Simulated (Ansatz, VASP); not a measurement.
**Two plane-wave programs on Te2Mo**

File INCAR:

```
SYSTEM = Te2Mo
ALGO = Normal ; EDIFF = 1E-7
ENCUT = 520 ; ISIF = 2
ISMEAR = -1 ; LASPH = .True.
LCHARG = .False. ; LREAL = .False.
LWAVE = .False. ; NBANDS = 20
NELM = 60 ; PREC = Accurate
SIGMA = 0.05
```

The input KPOINTS:

```
k-points
0
Gamma
  9 9 2
  0 0 0
```

POSCAR

```
Te2Mo
1.0
    3.5363379141      0.0000000000      0.0000000000
   -1.7681689570      3.0625584699      0.0000000000
    0.0000000000      0.0000000000     17.4064431499
Te Mo
2 1
Direct
    0.3333333333      0.6666666667      0.1021445500
    0.3333333333      0.6666666667      0.8978554500
    0.0000000000      0.0000000000      0.0000000000
```

File input.yaml:

```yaml
crystal:
  lattice:
    - [3.5363379141, 0.0, 0.0]
    - [-1.768168957, 3.0625584699, 0.0]
    - [0.0, 0.0, 17.4064431499]
  atoms:
    - { symbol: Te, position: [0.3333333333, 0.6666666667, 0.10214455] }
    - { symbol: Te, position: [0.3333333333, 0.6666666667, 0.89785545] }
    - { symbol: Mo, position: [0.0, 0.0, 0.0] }
hamiltonian:
  xc: lda
  pseudopotentials: { kind: paw }
kpoints:
  mp_grid: { grid: [9, 9, 2] }
scf:
  occupations: { method: fermi_dirac, width: 0.05 }
output:
  forces: true
  stress: true
  eigenvalues: true
```

Alike in both runs: task single point; functional LDA; k mesh 9 × 9 × 2; occupations fermi-dirac, width 0.05 eV; no spin polarisation.

|  | VASP | Ansatz |
| --- | --- | --- |
| version | VASP 6.6.1 | Ansatz 0.2.0 |
| potentials or method | VASP PAW LDA potentials, release 64 (Te, Mo_sv) | Ansatz PAW |
| plane-wave cutoff (eV) | 520 | 420 |
| valence electrons in the cell | 26 | 46 |

Ansatz gave:

```
gap on the k mesh at the Fermi level (eV) : 1.08
least direct gap on the mesh (eV)         : 1.08
rms of the force components (eV/Å)        : 0.065
```

Question: Which values does VASP return?

Answer: gap on the k mesh at the Fermi level (eV): 1.08; least direct gap on the mesh (eV): 1.08; rms of the force components (eV/Å): 0.039.

LDA's correlation is that of Perdew and Zunger in VASP and of Perdew and Wang (1992) in Ansatz. Atom by atom the forces differ by 0.026 eV/Å (rms over components). VASP's potentials hold 26 valence electrons a cell and Ansatz's 46, so a difference there can come from the potentials and not from the codes.

Neither program's run includes spin-orbit coupling. Noted on Ansatz's run: odd divisions of the mesh miss points on the zone boundary, where band edges often lie, so the gap on the mesh can be too wide.
